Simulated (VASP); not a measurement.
# As (P6/mmm) in VASP: further runs, part 2 of 2

VASP 6.6.1. The steps go on from the part before.

**3. Relaxation of cell and atoms, PBE, target pressure 220 GPa, at which the enthalpy is minimised**

This run uses another cell than the first one, of the same volume but with other edges.

The input, INCAR:

```
PREC = Accurate ; ENCUT = 600
EDIFF = 1E-7 ; ISMEAR = -1
SIGMA = 0.08 ; LREAL = False
LASPH = True ; NELM = 60
ALGO = Normal ; ISIF = 3
LWAVE = False ; LCHARG = False
GGA = PE ; IBRION = 2
NSW = 60 ; EDIFFG = -0.005
PSTRESS = 2200.0
```

The input, KPOINTS:

```
regular mesh
0
Gamma
  10 10 13
```

The input, POSCAR:

```
As
1.0
    3.8154777896      0.0000000000      0.0000000000
   -1.9077388948      3.3043006934      0.0000000000
    0.0000000000      0.0000000000      2.3655962296
As
3
Direct
    0.0000000000      0.0000000000      0.0000000000
    0.3333333333      0.6666666667      0.5000000000
    0.6666666667      0.3333333333      0.5000000000
```

Potentials or basis: VASP PAW PBE potentials, release 64 (As).

Started as:

```bash
$ cat potpaw_PBE.64/As/POTCAR > POTCAR
$ mpirun -np 1 vasp_std > vasp.out
```

OUTCAR:

```text
PREC = Accurate
   ENCUT = 600
   EDIFF = 1E-7
   ISMEAR = -1
   LREAL = False
   LASPH = True
   NELM = 60
   ISIF = 3
   GGA = PE
   IBRION = 2
   NSW = 60
   EDIFFG = -0.005
   PSTRESS = 2200.0

 ion  position               nearest neighbor table
   1  0.000  0.000  0.000-   2 2.50   3 2.50   2 2.50   3 2.50   3 2.50   3 2.50   2 2.50   2 2.50
                             3 2.50   3 2.50   2 2.50   2 2.50
   2  0.333  0.667  0.500-   3 2.20   3 2.20   3 2.20   1 2.50   1 2.50   1 2.50   1 2.50   1 2.50
                             1 2.50
   3  0.667  0.333  0.500-   2 2.20   2 2.20   2 2.20   1 2.50   1 2.50   1 2.50   1 2.50   1 2.50
                             1 2.50

  LATTYP: Found a hexagonal cell.
 ALAT       =     3.8154777896
 C/A-ratio  =     0.6200000000

  Lattice vectors:

 A1 = (   3.8154777896,   0.0000000000,   0.0000000000)
[... 383 lines left out ...]

  energy without entropy =       -2.11915087  energy(sigma->0) =       -2.12760264

 E-fermi :  16.3421     XC(G=0): -13.8053

 val. band max:       16.3259623228   @ k =   0.2000   0.2000   0.0769
 cond. band min:      16.3641631195   @ k =   0.3000   0.3000   0.4615
 fundamental gap:      0.0382007967
 Fermi energy:        16.3421408780

 k-point     1 :       0.0000    0.0000    0.0000
  band No.  band energies     occupation
      1      -6.9552      2.00000
      2       5.9688      2.00000
      3       6.0220      2.00000
      4       6.8986      2.00000
      5       6.8986      2.00000
      6       7.1766      2.00000
      7       7.1766      2.00000
      8      20.0529      0.00000
      9      24.4846      0.00000
     10      29.2429      0.00000
     11      29.2429      0.00000
[... 309 lines left out ...]
 k-point    24 :       0.4000    0.1000    0.0769
  band No.  band energies     occupation
      1      -3.9283      2.00000
      2      -2.5606      2.00000
      3       1.5396      2.00000
      4       5.6402      2.00000
      5      13.5969      2.00000
      6      16.2031      1.70102
      7      17.5208      0.00000
      8      19.8922      0.00000
      9      20.0008      0.00000
     10      20.8718      0.00000
     11      22.2200      0.00000

 [... further k-points ...]
[... 5 lines left out ...]
  --------------------------------------------------------------------------------------
  -------------------------------------------------------------------------------------
  Total       41.2771017     41.2771017     41.2738495     -0.0000000      0.0000000      0.0000000
  in kB     2200.3925503   2200.3925505   2200.2191811     -0.0000000      0.0000000      0.0000000
  external PRESSURE =       0.3347607 kB  Pullay stress =    2200.0000000 kB
[... 22 lines left out ...]
  energy  without entropy=       -2.1191508686  energy(sigma->0) =       -2.12760264

  enthalpy is  TOTEN    =        39.1336834625 eV   P V=       41.2697378838

 reached required accuracy - stopping structural energy minimisation
```

OSZICAR:

```text
N       E                     dE             d eps       ncg     rms          rms(c)
DAV:   1     0.720652154128E+02    0.72065E+02   -0.78437E+03  2156   0.138E+03
DAV:   2     0.123560661541E+01   -0.70830E+02   -0.66673E+02  2732   0.205E+02
[... 108 lines left out ...]
  13 F= 0.39133684E+02 E0= 0.39142137E+02  d E =-.105655E-05
       N       E                     dE             d eps       ncg     rms          rms(c)
DAV:   1    -0.213605488498E+01   -0.24663E-02   -0.38171E-06  2491   0.137E-02    0.195E-03
DAV:   2    -0.213605468200E+01    0.20298E-06   -0.95524E-08  1322   0.265E-03    0.120E-03
DAV:   3    -0.213605441541E+01    0.26659E-06   -0.34643E-08  1090   0.148E-03    0.976E-05
DAV:   4    -0.213605442129E+01   -0.58836E-08   -0.21814E-09  1078   0.399E-04
  14 F= 0.39133683E+02 E0= 0.39142135E+02  d E =-.149836E-05
```

It took 1.8 min on 1 thread of Intel Xeon 6975P-C (Granite Rapids), shared host; peak memory 0.17 GiB.

What came out:

```
Free energy                                            : -2.1361 eV
Relaxed volume                                         : 10.02 Å³/atom
Relaxed cell                                           : a = 3.890 Å, b = 3.890 Å, c = 2.294 Å, α = 90.00°, β = 90.00°, γ = 120.00°
Space group after relaxing (to 0.05 Å)                 : P6/mmm (No. 191)
Energy change on relaxing (the enthalpy is what falls) : -142.1 meV/atom
Ionic steps                                            : 14
Pressure after relaxing                                : 220.0 GPa
```

Step by step:
```tsv
step	energy change (eV)	largest force (eV/Å)	pressure (GPa)	volume (Å³)
1	0.0000	0.0000	227.08	29.82
2	-2.4044	0.0000	180.81	31.69
3	-1.0556	0.0000	207.19	30.54
4	0.2030	0.0000	232.48	29.68
5	-0.6710	0.0000	215.14	30.24
6	-0.6608	0.0000	215.35	30.23
7	-0.0307	0.0000	227.91	29.77
8	-0.4384	0.0000	219.78	30.06
9	-0.4429	0.0000	219.69	30.07
10	-0.4231	0.0000	220.10	30.05
11	-0.4308	0.0000	219.94	30.06
12	-0.4316	0.0000	219.93	30.06
13	-0.4237	0.0000	220.08	30.05
14	-0.4262	0.0000	220.03	30.06
```

Final structure:
```cif
data_structure
_symmetry_space_group_name_H-M 'P 1'
_symmetry_Int_Tables_number 1
_cell_length_a 3.8899
_cell_length_b 3.8899
_cell_length_c 2.2935
_cell_angle_alpha 90.000
_cell_angle_beta 90.000
_cell_angle_gamma 120.000
_cell_volume 30.06
loop_
_atom_site_label
_atom_site_type_symbol
_atom_site_fract_x
_atom_site_fract_y
_atom_site_fract_z
_atom_site_occupancy
As1 As 0.00000 0.00000 0.00000 1
As2 As 0.33333 0.66667 0.50000 1
As3 As 0.66667 0.33333 0.50000 1
```

Levels at points of the mesh, in eV from the Fermi level:
```
           k point  band 5  band 6  band 7  band 8  band 9  band 10  band 11
(0.00, 0.00, 0.00)   -9.44   -9.17   -9.17    3.71    8.14    12.90    12.90
(0.50, 0.00, 0.00)   -0.39   -0.11    0.70    0.92    4.50     7.21     7.27
```

Caveat: the cell is relaxed towards a set pressure, so the enthalpy falls and the energy may rise; the bands computed are all filled at some k points, so no gap is given.

**4. Single point, PBE**

The input, INCAR:

```
SYSTEM = As
ALGO = Normal
EDIFF = 1E-7
ENCUT = 520
GGA = PE
ISIF = 2
ISMEAR = -1
LASPH = .TRUE.
LCHARG = .TRUE.
LELF = .TRUE.
LREAL = .FALSE.
LVHAR = .TRUE.
LWAVE = .FALSE.
NBANDS = 14
NELM = 80
PREC = Accurate
SIGMA = 0.08
```

The input, KPOINTS:

```
k-points
0
G
  10 10 13
  0 0 0
```

The input, POSCAR:

```
As
1.0
    3.8780468031      0.0000000000      0.0000000000
   -1.9390234015      3.3584870485      0.0000000000
    0.0000000000      0.0000000000      2.2867343530
As
3
Direct
    0.0000000000      0.0000000000      0.0000000000
    0.3333333333      0.6666666667      0.5000000000
    0.6666666667      0.3333333333      0.5000000000
```

Started as:

```bash
$ cat potpaw_PBE.64/As/POTCAR > POTCAR
$ mpirun -np 1 vasp_std > vasp.out
```

Wall time 62 s (1 thread of Intel Xeon 8259CL, shared host); peak memory 0.17 GiB.

Results (log left out):

- Free energy: -1.7570 eV
- Pressure: 227.7 GPa

Stress tensor (GPa, compression positive):
```
227.55   0.00   0.00
  0.00 227.55   0.00
  0.00   0.00 227.88
```

Levels at points of the mesh, in eV from the Fermi level:
```csv
k point,band 5,band 6,band 7,band 8,band 9,band 10,band 11,band 12
"(0.00, 0.00, 0.00)",-9.53,-9.25,-9.25,3.73,8.17,13.04,13.04,14.60
"(0.50, 0.00, 0.00)",-0.37,-0.09,0.69,0.90,4.54,7.26,7.31,8.92
```

**5. Single point, PBE**

The input, INCAR:

```
PREC     = Accurate       # precision mode
ENCUT    = 520            # plane-wave cutoff, eV
EDIFF    = 1E-7           # SCF threshold, eV
ISMEAR   = -1             # smearing method
SIGMA    = 0.08           # smearing width, eV
LREAL    = False          # projectors in reciprocal space
LASPH    = True           # aspherical terms in the spheres
NELM     = 80             # most SCF steps
ALGO     = Normal         # electronic algorithm
ISIF     = 2              # what is computed and relaxed
LWAVE    = False          # write WAVECAR
LCHARG   = True           # write CHGCAR
GGA      = PE             # functional
LELF     = True           # ELF
LVHAR    = True         
NBANDS   = 14             # bands
```

The input, KPOINTS:

```
Automatic mesh
0
Gamma
  10 10 13
```

POSCAR is that of step 4.

Started as:

```bash
$ cat potpaw_PBE.64/As/POTCAR > POTCAR
$ mpirun -np 1 vasp_std > vasp.out
```

It took 55 s on 1 thread of Intel Xeon 8259CL, shared host; peak memory 0.16 GiB.

It converged, with:

- Free energy: -1.7570 eV
- Pressure: 227.7 GPa

Stress tensor (GPa, compression positive):
```
227.55   0.00   0.00
  0.00 227.55   0.00
  0.00   0.00 227.88
```

Levels at points of the mesh, in eV from the Fermi level:
```tsv
k point	band 6	band 7	band 8	band 9	band 10	band 11
(0.00, 0.00, 0.00)	-9.25	-9.25	3.73	8.17	13.04	13.04
(0.50, 0.00, 0.00)	-0.09	0.69	0.90	4.54	7.26	7.31
```

**6. Overview**

```tsv
task	cell	cutoff (eV)	pressure (GPa)
relaxation of cell and atoms	relaxed to 220 GPa from a = 3.878, b = 3.878, c = 2.287 Å, angles 90.0, 90.0, 120.0°, 3 atoms	600	220.0
relaxation of cell and atoms	relaxed to 220 GPa from a = 3.815, b = 3.815, c = 2.366 Å, angles 90.0, 90.0, 120.0°, 3 atoms	600	220.0
single point	a = 3.878, b = 3.878, c = 2.287 Å, angles 90.0, 90.0, 120.0°, 3 atoms	520	227.7
```

Alike in all rows: level PBE; potentials or basis VASP PAW PBE potentials, release 64 (As); no spin polarisation; k mesh 10 × 10 × 13; smearing fermi-dirac 0.08 eV.

Caveats: the cell is relaxed towards a set pressure, so the enthalpy falls and the energy may rise (some runs); the bands computed are all filled at some k points, so no gap is given (some runs).

Total energies depend on the potentials used, so only differences within one code and one set of settings carry meaning.
